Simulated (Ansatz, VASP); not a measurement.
**Sr3Ta2O: VASP beside Ansatz**

INCAR

```
PREC     = Accurate       # precision mode
ENCUT    = 600            # plane-wave cutoff, eV
EDIFF    = 1E-6           # SCF threshold, eV
ISMEAR   = 0              # smearing method
SIGMA    = 0.1            # smearing width, eV
LREAL    = F              # projectors in reciprocal space
LASPH    = T              # aspherical terms in the spheres
NELM     = 100            # most SCF steps
ALGO     = Normal         # electronic algorithm
ISIF     = 3              # what is computed and relaxed
LWAVE    = F              # write WAVECAR
LCHARG   = F              # write CHGCAR
GGA      = PE             # functional
IBRION   = 2              # ionic algorithm
NSW      = 90             # ionic steps
EDIFFG   = -0.04          # ionic threshold
```

File KPOINTS:

```
Automatic mesh
0
Gamma
  3 3 4
```

Contents of POSCAR:

```
Sr3Ta2O
1.0
    5.8230094900      0.0000000000      0.0000000000
   -2.9115047400      5.0428741400      0.0000000000
    0.0000000000      0.0000000000      5.5259330500
Sr Ta O
3 2 1
Direct
    0.5000000000      0.0000000000      0.0000000000
    0.0000000000      0.5000000000      0.0000000000
    0.5000000000      0.5000000000      0.0000000000
    0.0000000000      0.0000000000      0.7915370300
    0.0000000000      0.0000000000      0.2084629700
    0.0000000000      0.0000000000      0.5000000000
```

Input for Ansatz:

```yaml
crystal:
  lattice:
    - [5.82300949, 0.0, 0.0]
    - [-2.91150474, 5.04287414, 0.0]
    - [0.0, 0.0, 5.52593305]
  atoms:
    - { symbol: Sr, position: [0.5, 0.0, 0.0] }
    - { symbol: Sr, position: [0.0, 0.5, 0.0] }
    - { symbol: Sr, position: [0.5, 0.5, 0.0] }
    - { symbol: Ta, position: [0.0, 0.0, 0.79153703] }
    - { symbol: Ta, position: [0.0, 0.0, 0.20846297] }
    - { symbol: O, position: [0.0, 0.0, 0.5] }
basis:
  ecutwfc: 420
kpoints:
  mp_grid: { grid: [3, 3, 4] }
hamiltonian:
  xc: pbe
scf:
  occupations: { method: gaussian, width: 0.1 }
  lower_state_search: "off"
output:
  forces: true
  stress: true
  eigenvalues: true
relax:
  adjacent_minimum: "off"
  f_tol: 0.04
  max_steps: 70
  cell: { stress_tol: 0.4 }
```

Alike in both runs: task relaxation of cell and atoms; functional PBE; k mesh 3 × 3 × 4; occupations gaussian, width 0.1 eV; no spin polarisation.

```csv
,VASP,Ansatz
version,VASP 6.6.1,Ansatz 0.2.0
potentials or method,"VASP PAW PBE potentials, release 64 (Sr_sv, Ta_pv, O), cutoff 600 eV","scalar-relativistic, plane waves, PAW"
valence electrons in the cell,58,62
```

Ansatz gave:

| Item | Value |
| --- | --- |
| gap on the k mesh at the Fermi level, each at its own relaxed structure (eV) | none |
| relaxed volume (Å³/atom) | 47.18 |
| relaxed cell length with the largest relative difference (Å) | 7.233 |

**Question.** Which values does VASP return?

**Answer.** gap on the k mesh at the Fermi level, each at its own relaxed structure (eV): none; relaxed volume (Å³/atom): 46.24; relaxed cell length with the largest relative difference (Å): 7.158.

A gap of «none» marks a metal or a gap that the smearing closes. VASP's potentials hold 58 valence electrons a cell and Ansatz's 62, so a difference there can come from the potentials and not from the codes.

The k mesh is coarse, so the values compare programs but aren't converged. Spin-orbit coupling is off throughout. Noted on VASP's run: the volume moved by over 15 % at a fixed basis, so the end points are rough.
